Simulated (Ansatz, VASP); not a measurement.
ZnO in VASP and in Ansatz

```
CELL_PARAMETERS angstrom
3.34955 0.00000 0.00000
0.00000 10.15018 0.00000
0.00000 0.00000 4.75303
ATOMIC_POSITIONS crystal
Zn 0.50000 0.85151 0.10748
Zn 0.50000 0.14849 0.10748
Zn 0.00000 0.00000 0.61132
Zn 0.50000 0.50000 0.38868
Zn 0.00000 0.35151 0.89252
Zn 0.00000 0.64849 0.89252
O 0.50000 0.00000 0.37444
O 0.00000 0.84804 0.87197
O 0.00000 0.15196 0.87197
O 0.50000 0.34804 0.12803
O 0.50000 0.65196 0.12803
O 0.00000 0.50000 0.62556
```

Alike in both runs: functional PBE; k mesh 8 × 4 × 6; no spin polarisation.

Ansatz relaxed the structure, and its values are those at the end. VASP's run is a single point on that final structure, the one shown.

```csv
,VASP,Ansatz
version,VASP 6.6.1,Ansatz 0.2.0
potentials or method,"VASP PAW PBE potentials, release 64 (Zn, O), cutoff 520 eV","scalar-relativistic, plane waves, PAW"
occupations,"gaussian, width 0.01 eV",fixed
valence electrons in the cell,108,108
```

```csv
,VASP,Ansatz,Ansatz less VASP
gap on the k mesh at the Fermi level (eV),0.85,0.87,+0.018
least direct gap on the mesh (eV),0.85,0.87,+0.018
pressure (GPa),0.9,0.0,-0.86
rms of the force components (eV/Å),0.013,0.000,-0.0125
```
